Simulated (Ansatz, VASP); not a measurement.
**Os: VASP beside Ansatz**

File INCAR:

```
PREC = Accurate
ENCUT = 520
EDIFF = 1E-8
ISMEAR = -1
SIGMA = 0.05
LREAL = F
LASPH = T
NELM = 120
ALGO = Normal
ISIF = 2
LWAVE = F
LCHARG = F
GGA = PS
LEFG = T
NBANDS = 10
GGA_COMPAT = F
```

File KPOINTS:

```
Automatic mesh
0
Gamma
  14 14 14
```

POSCAR

```
Os
1.0
    0.0000000000      1.9052949814      1.9052949814
    1.9052949814      0.0000000000      1.9052949814
    1.9052949814      1.9052949814      0.0000000000
Os
1
Direct
    0.0000000000      0.0000000000      0.0000000000
```

Input for Ansatz:

```yaml
crystal:
  lattice:
    - [0.0, 1.9052949814, 1.9052949814]
    - [1.9052949814, 0.0, 1.9052949814]
    - [1.9052949814, 1.9052949814, 0.0]
  atoms:
    - { symbol: Os, position: [0.0, 0.0, 0.0] }
kpoints:
  mp_grid: { grid: [14, 14, 14] }
scf:
  occupations: { method: fermi_dirac, width: 0.05 }
hamiltonian:
  xc: pbesol
  pseudopotentials: { kind: all_electron, datasets: crystal }
output:
  forces: true
  stress: true
  eigenvalues: true
  efg: { contact_densities: true }
```

Change from the starting cell: volume scaled by 0.94, crystal datasets.

Alike in both runs: task electric field gradients; functional PBEsol; k mesh 14 × 14 × 14; occupations fermi-dirac, width 0.05 eV; no spin polarisation.

```csv
,VASP,Ansatz
version,VASP 6.6.1,Ansatz 0.2.0
potentials or method,"VASP PAW PBE potentials, release 64 (Os), cutoff 520 eV","all-electron PAW with datasets made for the crystal, scalar-relativistic"
```

Ansatz gave:

| Property | Result |
| --- | --- |
| pressure (GPa) | 3.7 |

**Question.** Which values does VASP return?

**Answer.** Pressure (GPa): 4.3.

VASP's potentials were made for PBE, not for PBEsol. Ansatz ran all-electron here, and VASP with PAW potentials.

Spin-orbit coupling is off throughout.
